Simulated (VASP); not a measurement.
A run of VASP 6.6.1:

Contents of INCAR:

```
ALGO = Normal
EDIFF = 1E-6
ENCUT = 520
GGA = PE
ISIF = 2
ISMEAR = 0
LASPH = T
LCHARG = F
LREAL = F
LWAVE = F
NBANDS = 24
NELM = 80
PREC = Accurate
SIGMA = 0.1
```

Contents of KPOINTS:

```
k-points
0
Gamma
  4 4 4
```

The input POSCAR:

```
B5W
1.0
    2.9573078037      0.0000000000      0.0000000000
    0.0000000000      2.9573078037      0.0000000000
    0.0000000000      0.0000000000      6.0207246962
B W
5 1
Direct
    0.5000000000      0.5000000000      0.7005704016
    0.5000000000      0.5000000000      0.2994295984
    0.5000000000      0.0000000000      0.5000000000
    0.0000000000      0.5000000000      0.5000000000
    0.5000000000      0.5000000000      0.0000000000
    0.0000000000      0.0000000000      0.0000000000
```

Potentials or basis: VASP PAW PBE potentials, release 64 (B, W_sv).

Command:

```sh
$ cat potpaw_PBE.64/B/POTCAR potpaw_PBE.64/W_sv/POTCAR > POTCAR
$ mpirun -np 1 vasp_std > vasp.out
```

Hardware: 1 thread of Intel(R) Xeon(R) 6975P-C (Granite Rapids) (shared host).

Estimate the wall time of this run.

Wall time 14 s on 1 thread of Intel(R) Xeon(R) 6975P-C (Granite Rapids) (shared host), peak memory 0.17 GiB. Counts: scf iterations 13, k points 18.
